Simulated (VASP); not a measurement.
Input of a VASP 6.6.1 run:

Contents of INCAR:

```
SYSTEM = Zr2B3
PREC     = Accurate       ! precision mode
ENCUT    = 600            ! plane-wave cutoff, eV
EDIFF    = 1E-6           ! SCF threshold, eV
ISMEAR   = 0              ! smearing method
SIGMA    = 0.1            ! smearing width, eV
LREAL    = .FALSE.        ! projectors in reciprocal space
LASPH    = .TRUE.         ! aspherical terms in the spheres
NELM     = 60             ! most SCF steps
ALGO     = Normal         ! electronic algorithm
ISIF     = 3              ! what is computed and relaxed
LWAVE    = .FALSE.        ! write WAVECAR
LCHARG   = .FALSE.        ! write CHGCAR
GGA      = PE             ! functional
IBRION   = 2              ! ionic algorithm
NSW      = 90             ! ionic steps
EDIFFG   = -0.04          ! ionic threshold
```

KPOINTS

```
regular mesh
0
G
  6 6 4
  0 0 0
```

Contents of POSCAR:

```
Zr2B3
1.0
    4.0502077400      0.0000000000      0.0000000000
   -2.0251038700      3.5075827900      0.0000000000
    0.0000000000      0.0000000000      4.4254018000
Zr B
2 3
Direct
    0.3333333300      0.6666666700      0.5000000000
    0.6666666700      0.3333333300      0.5000000000
    0.5099581800      0.0000000000      0.0000000000
    0.0000000000      0.5099581800      0.0000000000
    0.4900418200      0.4900418200      0.0000000000
```

Potentials or basis: VASP PAW PBE potentials, release 64 (Zr_sv, B).

The run is started by

```console
$ cat potpaw_PBE.64/Zr_sv/POTCAR potpaw_PBE.64/B/POTCAR > POTCAR
$ mpirun -np 1 vasp_std > vasp.out
```

(1) Estimate the relaxed volume.

(2) Predict the band gap on the k mesh.

(3) Estimate the relaxed cell.

(4) Predict the space group after relaxing (to 0.1 Å).

## Answers

(1) 19.30 Å³/atom.

(2) zero (an odd number of electrons rules out a gap without spin polarisation).

(3) a = 5.562 Å, b = 5.562 Å, c = 3.601 Å, α = 90.00°, β = 90.00°, γ = 120.00°.

(4) P6/mmm (No. 191).

Caveat: the volume moved by over 15 % at a fixed basis, so the end points are rough.
